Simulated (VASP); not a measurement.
# Ir (P6_3/mmc) in VASP: further runs

Ir is run at these levels: LDA; tasks: single point.

Program: VASP 6.6.1. These are calculated values, not measurements. Logs are shortened: lines on timing, memory, paths and dates and some standing lists are left out, and cuts for length are marked.

## Step 1: The cell of the first run

Symmetry: P6_3/mmc, No. 194, hexagonal system. The conventional cell has a = 2.678 Å, b = 2.678 Å, c = 4.503 Å, α = 90.00°, β = 90.00°, γ = 120.00°. Within 3.5 Å of Ir (site symmetry -6m2) lie 12 Ir at 2.68 to 2.73 Å.

## Step 2: Single point, LDA

File INCAR:

```
  ALGO = Normal
  EDIFF = 1E-6
  ENCUT = 500
  GGA = CA
  GGA_COMPAT = False
  ISIF = 2
  ISMEAR = 0
  LASPH = True
  LCHARG = False
  LREAL = False
  LWAVE = False
  NBANDS = 16
  NELM = 120
  PREC = Accurate
  SIGMA = 0.15
```

File KPOINTS:

```
k-points
0
Gamma
  18 18 10
```

File POSCAR:

```
Ir
1.0
    2.6782000000      0.0000000000      0.0000000000
   -1.3391000000      2.3193892364      0.0000000000
    0.0000000000      0.0000000000      4.5032000000
Ir
2
Direct
    0.6666666667      0.3333333333      0.7500000000
    0.3333333333      0.6666666667      0.2500000000
```

Potentials or basis: VASP PAW LDA potentials, release 64 (Ir).

Command:

```sh
$ cat potpaw_LDA.64/Ir/POTCAR > POTCAR
$ mpirun -np 1 vasp_std > vasp.out
```

OUTCAR:

```text
EDIFF = 1E-6
   ENCUT = 500
   GGA = CA
   ISIF = 2
   ISMEAR = 0
   LASPH = True
   LREAL = False
   NELM = 120
   PREC = Accurate

 ion  position               nearest neighbor table
   1  0.667  0.333  0.750-   2 2.73   2 2.73   2 2.73   2 2.73   2 2.73   2 2.73
   2  0.333  0.667  0.250-   1 2.73   1 2.73   1 2.73   1 2.73   1 2.73   1 2.73

  LATTYP: Found a hexagonal cell.
 ALAT       =     2.6782000000
 C/A-ratio  =     1.6814278247

  Lattice vectors:

 A1 = (   2.6782000000,   0.0000000000,   0.0000000000)
 A2 = (  -1.3391000000,   2.3193892364,   0.0000000000)
 A3 = (   0.0000000000,   0.0000000000,   4.5032000000)

Analysis of symmetry for initial positions (statically):
=====================================================================
 Subroutine PRICEL returns:
 Original cell was already a primitive cell.

 Routine SETGRP: Setting up the symmetry group for a
 hexagonal supercell.

 Subroutine GETGRP returns: Found 24 space group operations
 (whereof 12 operations were pure point group operations)
 out of a pool of 24 trial point group operations.

The static configuration has the point symmetry D_3d.
 The point group associated with its full space group is D_6h.

Analysis of symmetry for dynamics (positions and initial velocities):
=====================================================================
 Subroutine PRICEL returns:
 Original cell was already a primitive cell.

 Routine SETGRP: Setting up the symmetry group for a
 hexagonal supercell.

 Subroutine GETGRP returns: Found 24 space group operations
 (whereof 12 operations were pure point group operations)
 out of a pool of 24 trial point group operations.

The dynamic configuration has the point symmetry D_3d.
 The point group associated with its full space group is D_6h.

 Subroutine INISYM returns: Found 24 space group operations
 (whereof 12 operations are pure point group operations),
 and found     1 'primitive' translations

----------------------------------------------------------------------------------------

                                     Primitive cell

  volume of cell :      27.9729

  direct lattice vectors                    reciprocal lattice vectors
     2.678200000  0.000000000  0.000000000     0.373385109  0.215573993  0.000000000
    -1.339100000  2.319389236  0.000000000     0.000000000  0.431147987  0.000000000
     0.000000000  0.000000000  4.503200000     0.000000000  0.000000000  0.222064310

  length of vectors
     2.678200000  2.678200000  4.503200000     0.431147987  0.431147987  0.222064310

  position of ions in fractional coordinates (direct lattice)
     0.666666667  0.333333333  0.750000000
     0.333333333  0.666666667  0.250000000

  ion indices of the primitive-cell ions
   primitive index   ion index
                 1           1
                 2           2

----------------------------------------------------------------------------------------

 KPOINTS: k-points

Automatic generation of k-mesh.
 Grid dimensions read from file:
 generate k-points for:   18   18   10

 Generating k-lattice:

  Cartesian coordinates                     Fractional coordinates (reciprocal lattice)
     0.020743617  0.011976333  0.000000000     0.055555556  0.000000000  0.000000000
     0.000000000  0.023952666  0.000000000     0.000000000  0.055555556  0.000000000
     0.000000000  0.000000000  0.022206431     0.000000000  0.000000000  0.100000000

  Length of vectors
     0.023952666  0.023952666  0.022206431

  Shift w.r.t. Gamma in fractional coordinates (k-lattice)
     0.000000000  0.000000000  0.000000000

 Subroutine IBZKPT returns following result:
 ===========================================

 Found    222 irreducible k-points:

 Following reciprocal coordinates:
            Coordinates               Weight
  0.000000  0.000000  0.000000      1.000000
  0.055556 -0.000000  0.000000      6.000000
  0.111111 -0.000000  0.000000      6.000000
  0.166667 -0.000000  0.000000      6.000000
  0.222222 -0.000000  0.000000      6.000000
  0.277778 -0.000000  0.000000      6.000000
[... 16 lines left out ...]
  0.333333  0.111111  0.000000     12.000000
  0.388889  0.111111  0.000000     12.000000
 [... further k-points ...]
   k-points           NKPTS =    222   k-points in BZ     NKDIM =    222   number of bands    NBANDS=     16
   number of dos      NEDOS =    301   number of ions     NIONS =      2
   total plane-waves  NPLWV =  14400
   dimension x,y,z NGX =    20 NGY =   20 NGZ =   36
   dimension x,y,z NGXF=    40 NGYF=   40 NGZF=   72
   ions per type =               2
   NGX,Y,Z   is equivalent  to a cutoff of  12.41, 12.41, 13.29 a.u.
   NGXF,Y,Z  is equivalent  to a cutoff of  24.83, 24.83, 26.58 a.u.
 SYSTEM =  unknown system
   PREC   = accura    normal or accurate (medium, high low for compatibility)
   ISTART =      0    job   : 0-new  1-cont  2-samecut
   ICHARG =      2    charge: 1-file 2-atom 10-const
   ISPIN  =      1    spin polarized calculation?
   LNONCOLLINEAR =      F non collinear calculations
   LSORBIT =      F    spin-orbit coupling
   LASPH  =      T    aspherical Exc in radial PAW
   ENCUT  =  500.0 eV  36.75 Ry    6.06 a.u.   4.88  4.88  8.21*2*pi/ulx,y,z
   NELM   =    120;   NELMIN=  2; NELMDL= -5     # of ELM steps
   EDIFF  = 0.1E-05   stopping-criterion for ELM
   LREAL  =      F    real-space projection
   EDIFFG = 0.1E-04   stopping-criterion for IOM
   NSW    =      0    number of steps for IOM
   IBRION =     -1    ionic relax: 0-MD 1-quasi-New 2-CG
   NFREE  =      0    steps in history (QN), initial steepest desc. (CG)
   ISIF   =      2    stress and relaxation
   ISYM   =      2    0-nonsym 1-usesym 2-fastsym
   POTIM  = 0.5000    time-step for ionic-motion
   TEBEG  =    0.0;   TEEND  =   0.0 temperature during run
   PSTRESS=    0.0 pullay stress
   NELECT =      18.0000    total number of electrons
   NUPDOWN=      -1.0000    fix difference up-down
   EMIN   =  10.00;   EMAX   =-10.00  energy-range for DOS
   EFERMI =   0.00;   METHOD = LEGACY
   ISMEAR =     0;   SIGMA  =   0.15  broadening in eV -4-tet -1-fermi 0-gaus
   EFERMI_NEDOS =   21; number of points for ismear=-14 and -15
   IALGO  =     38    algorithm
   IMIX   =      4    mixing-type and parameters
     AMIX     =   0.40;   BMIX     =  1.00
     AMIX_MAG =   1.60;   BMIX_MAG =  1.00
  volume/ion in A,a.u.               =      13.99        94.39
  Fermi-wavevector in a.u.,A,eV,Ry     =   1.413361  2.670865 27.178845  1.997589
  Thomas-Fermi vector in A             =   2.535014
   LORBIT       =      0    0 simple, 1 ext, 2 COOP (PROOUT), +10 PAW based schemes
   GGA     = CA    functional components
   LHFCALC =     F    Hartree Fock is set to
   AEXX    =    0.0000 exact exchange contribution
   IVDW    =     0    specifies the selected vdW correction
   LEPSILON=     F    determine dielectric tensor
   LRPA    =     F    only Hartree local field effects (RPA)
 non-spin polarized calculation
 Gauss-broadening in eV      SIGMA  =   0.15
  energy-cutoff  :      500.00
  volume of cell :       27.97
 maximum number of plane-waves:       732
 NGX is ok and might be reduce to    20
   NGX =  9   NGY =  9   NGZ = 17

 number of electron      18.0000000 magnetization

 Free energy of the ion-electron system (eV)
  ---------------------------------------------------
  ext. energy  EPLUGINS =         0.00000000
  ---------------------------------------------------
  free energy    TOTEN  =       -20.47904781 eV

  energy without entropy =      -20.45434020  energy(sigma->0) =      -20.46669400

 E-fermi :  10.5897     XC(G=0): -14.2039

 val. band max:       10.5803976749   @ k =   0.3889   0.1667   0.0000
 cond. band min:      10.5953699559   @ k =   0.3333   0.3333   0.0000
 fundamental gap:      0.0149722810
 Fermi energy:        10.5897096088

 k-point     1 :       0.0000    0.0000    0.0000
  band No.  band energies     occupation
      1      -0.7158      2.00000
      2       2.2068      2.00000
      3       6.2148      2.00000
      4       6.6999      2.00000
      5       6.6999      2.00000
      6       7.2896      2.00000
[... 8 lines left out ...]
     15      26.5222      0.00000
     16      28.0062      0.00000

 k-point     2 :       0.0556   -0.0000    0.0000
  band No.  band energies     occupation
      1      -0.5884      2.00000
      2       2.3261      2.00000
      3       6.1481      2.00000
      4       6.7394      2.00000
      5       6.8087      2.00000
      6       7.2136      2.00000
[... 8 lines left out ...]
     15      26.7108      0.00000
     16      28.2311      0.00000

 k-point     3 :       0.1111   -0.0000    0.0000
  band No.  band energies     occupation
      1      -0.2174      2.00000
      2       2.6612      2.00000
      3       5.9349      2.00000
      4       6.8403      2.00000
      5       7.0837      2.00000
      6       7.1306      2.00000
[... 8 lines left out ...]
     15      27.2177      0.00000
     16      28.7795      0.00000

 k-point     4 :       0.1667   -0.0000    0.0000
  band No.  band energies     occupation
      1       0.3622      2.00000
      2       3.1242      2.00000
      3       5.6695      2.00000
      4       6.5809      2.00000
      5       6.6338      2.00000
      6       7.3737      2.00000
[... 8 lines left out ...]
     15      27.6689      0.00000
     16      28.8214      0.00000
[... 324 lines left out ...]
 k-point    22 :       0.2778    0.1111    0.0000
  band No.  band energies     occupation
      1       2.8096      2.00000
      2       3.7182      2.00000
      3       4.3360      2.00000
      4       5.6565      2.00000
      5       6.5365      2.00000
      6       6.7187      2.00000
[... 8 lines left out ...]
     15      23.3505      0.00000
     16      25.7750      0.00000

 k-point    23 :       0.3333    0.1111    0.0000
  band No.  band energies     occupation
      1       3.1793      2.00000
      2       3.4823      2.00000
      3       3.9385      2.00000
      4       6.1335      2.00000
      5       6.4548      2.00000
      6       7.1290      2.00000
[... 8 lines left out ...]
     15      22.0476      0.00000
     16      25.2371      0.00000

 k-point    24 :       0.3889    0.1111    0.0000
  band No.  band energies     occupation
      1       3.2567      2.00000
      2       3.3829      2.00000
      3       3.6948      2.00000
      4       6.4660      2.00000
      5       6.6356      2.00000
      6       6.8595      2.00000
[... 8 lines left out ...]
     15      21.0301      0.00000
     16      24.1914      0.00000

 [... further k-points ...]
[... 5 lines left out ...]
  --------------------------------------------------------------------------------------
  -------------------------------------------------------------------------------------
  Total        0.9289402      0.9289402     -1.6041674     -0.0000000     -0.0000000      0.0000000
  in kB       53.2059825     53.2059825    -91.8802984     -0.0000000     -0.0000000      0.0000000
  external PRESSURE =       4.8438889 kB  Pullay stress =       0.0000000 kB

 VOLUME and BASIS-vectors are now :
 -----------------------------------------------------------------------------
  energy-cutoff  :      500.00
  volume of cell :       27.97
      direct lattice vectors                 reciprocal lattice vectors
     2.678200000  0.000000000  0.000000000     0.373385109  0.215573993  0.000000000
    -1.339100000  2.319389236  0.000000000     0.000000000  0.431147987  0.000000000
     0.000000000  0.000000000  4.503200000     0.000000000  0.000000000  0.222064310

 POSITION                                       TOTAL-FORCE (eV/Angst)
 -----------------------------------------------------------------------------------
      1.33910      0.77313      3.37740        -0.000000      0.000000      0.000000
     -0.00000      1.54626      1.12580         0.000000     -0.000000      0.000000
 -----------------------------------------------------------------------------------
    total drift:                               -0.000000      0.000000     -0.000000

  FREE ENERGIE OF THE ION-ELECTRON SYSTEM (eV)
  ---------------------------------------------------
  free  energy   TOTEN  =       -20.4790478128 eV

  energy  without entropy=      -20.4543401954  energy(sigma->0) =      -20.46669400
```

Wall time 49 s (1 thread of Intel Xeon Platinum 8488C (Sapphire Rapids), shared host); peak memory 0.19 GiB.

What came out:

* Free energy: -20.4790 eV
* Pressure: 0.5 GPa
* Band gap on the k mesh: zero (band 9 reaches 11.82 eV, above the bottom of band 10 at 8.19 eV)

Caveat: spin-orbit coupling is left out, which moves the levels of the heavy elements.

## Step 3: Single point, LDA

This run uses another cell than the first one, of 14.13 Å³/atom, 1.010 times its volume.

File INCAR:

```
ALGO = Normal
EDIFF = 1E-6
ENCUT = 500
GGA = CA
GGA_COMPAT = False
ISIF = 2
ISMEAR = 0
LASPH = True
LCHARG = False
LREAL = False
LWAVE = False
NBANDS = 16
NELM = 120
PREC = Accurate
SIGMA = 0.15
```

KPOINTS is that of step 2.

File POSCAR:

```
Ir
1.0
    2.7052686553      0.0000000000      0.0000000000
   -1.3526343277      2.3428313795      0.0000000000
    0.0000000000      0.0000000000      4.4593000000
Ir
2
Direct
    0.6666666667      0.3333333333      0.7500000000
    0.3333333333      0.6666666667      0.2500000000
```

Potentials or basis: VASP PAW LDA potentials, release 64 (Ir).

Command:

```sh
$ cat potpaw_LDA.64/Ir/POTCAR > POTCAR
$ mpirun -np 1 vasp_std > vasp.out
```

OUTCAR:

```text
EDIFF = 1E-6
   ENCUT = 500
   GGA = CA
   ISIF = 2
   ISMEAR = 0
   LASPH = True
   LREAL = False
   NELM = 120
   PREC = Accurate

 ion  position               nearest neighbor table
   1  0.667  0.333  0.750-   2 2.72   2 2.72   2 2.72   2 2.72   2 2.72   2 2.72
   2  0.333  0.667  0.250-   1 2.72   1 2.72   1 2.72   1 2.72   1 2.72   1 2.72

  LATTYP: Found a hexagonal cell.
 ALAT       =     2.7052686553
 C/A-ratio  =     1.6483760277

  Lattice vectors:

 A1 = (   2.7052686553,   0.0000000000,   0.0000000000)
[... 629 lines left out ...]
      4       6.2583      2.00000
      5       6.4426      2.00000
      6       6.7889      2.00000
[... 8 lines left out ...]
     15      20.9455      0.00000
     16      23.8496      0.00000

 [... further k-points ...]
[... 5 lines left out ...]
  --------------------------------------------------------------------------------------
  -------------------------------------------------------------------------------------
  Total       -0.3137918     -0.3137918     -1.4562284      0.0000000      0.0000000      0.0000000
  in kB      -17.7882851    -17.7882851    -82.5509268      0.0000000      0.0000000      0.0000000
  external PRESSURE =     -39.3758323 kB  Pullay stress =       0.0000000 kB

 VOLUME and BASIS-vectors are now :
 -----------------------------------------------------------------------------
  energy-cutoff  :      500.00
  volume of cell :       28.26
      direct lattice vectors                 reciprocal lattice vectors
     2.705268655  0.000000000  0.000000000     0.369649054  0.213416981  0.000000000
    -1.352634328  2.342831380  0.000000000     0.000000000  0.426833962  0.000000000
     0.000000000  0.000000000  4.459300000     0.000000000  0.000000000  0.224250443

 POSITION                                       TOTAL-FORCE (eV/Angst)
 -----------------------------------------------------------------------------------
      1.35263      0.78094      3.34448         0.000000      0.000000      0.000000
     -0.00000      1.56189      1.11482        -0.000000      0.000000      0.000000
 -----------------------------------------------------------------------------------
    total drift:                                0.000000     -0.000000     -0.000000

  FREE ENERGIE OF THE ION-ELECTRON SYSTEM (eV)
  ---------------------------------------------------
  free  energy   TOTEN  =       -20.5002368270 eV

  energy  without entropy=      -20.4757787795  energy(sigma->0) =      -20.48800780
```

stdout:

```text
POSCAR found type information on POSCAR Ir
 POSCAR found :  1 types and       2 ions
 scaLAPACK will be used
 LDA part: xc-table for (Slater(with rela. corr.)+CA(PZ))
 , standard interpolation
 POSCAR, INCAR and KPOINTS ok, starting setup
 FFT: planning ... GRIDC
 FFT: planning ... GRID_SOFT
 FFT: planning ... GRID
 WAVECAR not read
 entering main loop
```

Wall time 47 s (1 thread of Intel Xeon Platinum 8488C (Sapphire Rapids), shared host); peak memory 0.2 GiB.

Results:

```yaml
Free_energy: -20.5002 eV
Pressure: -3.9 GPa
Band_gap_on_the_k_mesh: zero (band 9 reaches 11.51 eV, above the bottom of band 10 at 8.06 eV)
```

Levels at points of the mesh, in eV from the Fermi level:
```
           k point  band 5  band 6  band 7  band 8  band 9  band 10  band 11  band 12  band 13  band 14
(0.00, 0.00, 0.00)   -3.86   -3.24   -3.24   -2.25   -2.25    -0.93     0.30     0.30     6.89    14.37
(0.50, 0.00, 0.00)   -3.67   -3.37   -3.10    0.84    0.93     1.23     3.04     4.53     8.26    10.18
(0.00, 0.00, 0.50)   -3.95   -3.95   -3.95   -3.95   -0.46    -0.46    -0.46    -0.46    13.58    13.58
(0.50, 0.00, 0.50)   -2.07   -2.07   -0.94   -0.94    1.07     1.07     2.06     2.06     7.78     7.78
```

Caveat: spin-orbit coupling is left out, which moves the levels of the heavy elements.

## Step 4: Single point, LDA

This run uses another cell than the first one, of 14.07 Å³/atom, 1.006 times its volume.

File INCAR:

```
  PREC = Accurate
  ENCUT = 500
  EDIFF = 1E-6
  ISMEAR = 0
  SIGMA = 0.15
  LREAL = F
  LASPH = T
  NELM = 120
  ALGO = Normal
  ISIF = 2
  LWAVE = F
  LCHARG = F
  GGA = CA
  NBANDS = 16
  GGA_COMPAT = F
```

File KPOINTS:

```
regular mesh
0
Gamma
  18 18 10
```

File POSCAR:

```
Ir
1.0
    2.7684000000      0.0000000000      0.0000000000
   -1.3842000000      2.3975047278      0.0000000000
    0.0000000000      0.0000000000      4.2400000000
Ir
2
Direct
    0.6666666667      0.3333333333      0.7500000000
    0.3333333333      0.6666666667      0.2500000000
```

Command:

```sh
$ cat potpaw_LDA.64/Ir/POTCAR > POTCAR
$ mpirun -np 1 vasp_std > vasp.out
```

It took 42 s on 1 thread of Intel Xeon Platinum 8488C (Sapphire Rapids), shared host; peak memory 0.19 GiB.

It converged, with:

| Property | Result |
| --- | --- |
| Free energy | -20.4335 eV |
| Pressure | -0.4 GPa |
| Band gap on the k mesh | zero (band 9 reaches 11.44 eV, above the bottom of band 10 at 8.16 eV) |

Stress tensor (GPa, compression positive):
```
-7.61  0.00  0.00
 0.00 -7.61  0.00
 0.00  0.00 14.07
```

Levels at points of the mesh, in eV from the Fermi level:
| k point | band 7 | band 8 | band 9 | band 10 | band 11 | band 12 |
| --- | --- | --- | --- | --- | --- | --- |
| (0.00, 0.00, 0.00) | -3.20 | -2.97 | -2.97 | -0.24 | 0.20 | 0.20 |
| (0.50, 0.00, 0.00) | -2.73 | 0.28 | 0.85 | 1.21 | 2.76 | 4.11 |
| (0.00, 0.00, 0.50) | -4.27 | -4.27 | -0.49 | -0.49 | -0.49 | -0.49 |
| (0.50, 0.00, 0.50) | -1.07 | -1.07 | 0.63 | 0.63 | 1.95 | 1.95 |

Caveat: spin-orbit coupling is left out, which moves the levels of the heavy elements.

## Step 5: The runs side by side

| cell | gap on the mesh (eV) | pressure (GPa) |
| --- | --- | --- |
| a = 2.678, b = 2.678, c = 4.503 Å, angles 90.0, 90.0, 120.0°, 2 atoms | none | 0.5 |
| a = 2.705, b = 2.705, c = 4.459 Å, angles 90.0, 90.0, 120.0°, 2 atoms | none | -3.9 |
| a = 2.768, b = 2.768, c = 4.240 Å, angles 90.0, 90.0, 120.0°, 2 atoms | none | -0.4 |

Alike in all rows: task single point; level LDA; potentials or basis VASP PAW LDA potentials, release 64 (Ir); no spin polarisation; k mesh 18 × 18 × 10; cutoff (eV) 500; smearing gaussian 0.15 eV.

Caveats: spin-orbit coupling is left out, which moves the levels of the heavy elements.

Total energies depend on the potentials used, so only differences within one code and one set of settings carry meaning.
